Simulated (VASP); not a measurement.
Write the native input for VASP 6.6.1 that does the following.

| Item | Value |
| --- | --- |
| Task | single point |
| Functional | PBE |
| Potentials or basis | VASP PAW PBE potentials, release 64 (Cd) |
| Cutoff | 520 eV |
| k mesh | 12 × 12 × 6 |
| Occupations | methfessel-paxton, width 0.3 eV |
| Spin | no spin polarisation |
| Dipole correction | no |
| Further INCAR settings | ALGO = Normal; EDIFF = 1e-07; NBANDS = 19 |

The structure of Cd lies in POSCAR:

```
Cd
1.0
    3.0007103730      0.0000000000      0.0000000000
   -1.5003551865      2.5986914124      0.0000000000
    0.0000000000      0.0000000000      5.9261569577
Cd
2
Direct
    0.3333333333      0.6666666667      0.2500000000
    0.6666666667      0.3333333333      0.7500000000
```

The input as run:

INCAR

```
PREC = Accurate ; ENCUT = 520
EDIFF = 1E-7 ; ISMEAR = 1
SIGMA = 0.3 ; LREAL = False
LASPH = True ; NELM = 60
ALGO = Normal ; ISIF = 2
LWAVE = False ; LCHARG = True
GGA = PE ; LELF = True
LVHAR = True ; NBANDS = 19
```

KPOINTS

```
regular mesh
0
Gamma
  12 12 6
```

Potentials or basis: VASP PAW PBE potentials, release 64 (Cd).

Launch:

```bash
$ cat potpaw_PBE.64/Cd/POTCAR > POTCAR
$ mpirun -np 1 vasp_std > vasp.out
```

It gave:

```
Pressure               : 0.2 GPa
Band gap on the k mesh : zero (band 12 reaches 3.75 eV, above the bottom of band 13 at -0.36 eV)
```

Run time: 32 s on 1 thread of Intel(R) Xeon(R) Platinum 8259CL CPU @ 2.50GHz (Skylake/Cascade Lake) (shared host), peak memory 0.2 GiB.
